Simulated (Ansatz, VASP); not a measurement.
# GeB3Br3: VASP beside Ansatz

The input INCAR:

```
  ALGO = Normal
  EDIFF = 1E-6
  ENCUT = 520
  GGA = PE
  ISIF = 2
  ISMEAR = 0
  LASPH = True
  LCHARG = True
  LELF = True
  LREAL = False
  LVHAR = True
  LWAVE = False
  NBANDS = 31
  NELM = 60
  PREC = Accurate
  SIGMA = 0.0332
```

File KPOINTS:

```
k-points
0
Gamma
  7 7 7
```

POSCAR

```
GeB3Br3
1.0
    5.1943300000      0.0000000000      0.0000000000
    0.0000000000      5.1943300000      0.0000000000
    0.0000000000      0.0000000000      5.1943300000
B Ge Br
3 1 3
Direct
    0.5000000000      0.5000000000      0.0000000000
    0.0000000000      0.5000000000      0.5000000000
    0.5000000000      0.0000000000      0.5000000000
    0.5000000000      0.5000000000      0.5000000000
    0.5000000000      0.0000000000      0.0000000000
    0.0000000000      0.5000000000      0.0000000000
    0.0000000000      0.0000000000      0.5000000000
```

Input for Ansatz:

```yaml
crystal:
  lattice:
    - [5.19433, 0.0, 0.0]
    - [0.0, 5.19433, 0.0]
    - [0.0, 0.0, 5.19433]
  atoms:
    - { symbol: B, position: [0.5, 0.5, 0.0] }
    - { symbol: B, position: [0.0, 0.5, 0.5] }
    - { symbol: B, position: [0.5, 0.0, 0.5] }
    - { symbol: Ge, position: [0.5, 0.5, 0.5] }
    - { symbol: Br, position: [0.5, 0.0, 0.0] }
    - { symbol: Br, position: [0.0, 0.5, 0.0] }
    - { symbol: Br, position: [0.0, 0.0, 0.5] }
  symmetry: { tolerance: 0.0003 }
kpoints:
  mp_grid: { grid: [7, 7, 7], shift: [0, 0, 0] }
  band_path:
    path:
      - [0.0, 0.0, 0.0]
      - [0.0, 0.5, 0.0]
      - [0.5, 0.5, 0.0]
      - [0.0, 0.0, 0.0]
      - [0.5, 0.5, 0.5]
      - [0.0, 0.5, 0.0]
      - [0.5, 0.5, 0.5]
      - [0.5, 0.5, 0.0]
    npoints: 8
magnetization:
  spin_polarized: false
scf:
  occupations: { method: gaussian, width: 0.0332 }
  lower_state_search: "off"
  max_iter: 200
hamiltonian:
  pseudopotentials: { kind: paw }
  xc: pbe
basis:
  ecutwfc: 420
  fft_grid_basis: typed
output:
  forces: true
  stress: true
  eigenvalues: true
  bader: true
  populations: true
  elf: true
  write_potential: true
  volumetric_format: npy
  dos:
    e_range: [-12, 8]
    de: 0.05
    projected: { site_lists: { B: [B], Br: [Br], Ge: [Ge] } }
checkpoint:
  read: saved_state
```

Alike in both runs: task single point; functional PBE; k mesh 7 × 7 × 7; occupations gaussian, width 0.0332 eV; no spin polarisation.

|  | VASP | Ansatz |
| --- | --- | --- |
| version | VASP 6.6.1 | Ansatz 0.2.0 |
| potentials or method | VASP PAW PBE potentials, release 64 (B, Ge_d, Br), cutoff 520 eV | PAW plane waves |
| valence electrons in the cell | 44 | 44 |

```csv
,VASP,Ansatz,Ansatz less VASP
pressure (GPa),-8.1,-8.1,-0.01
```
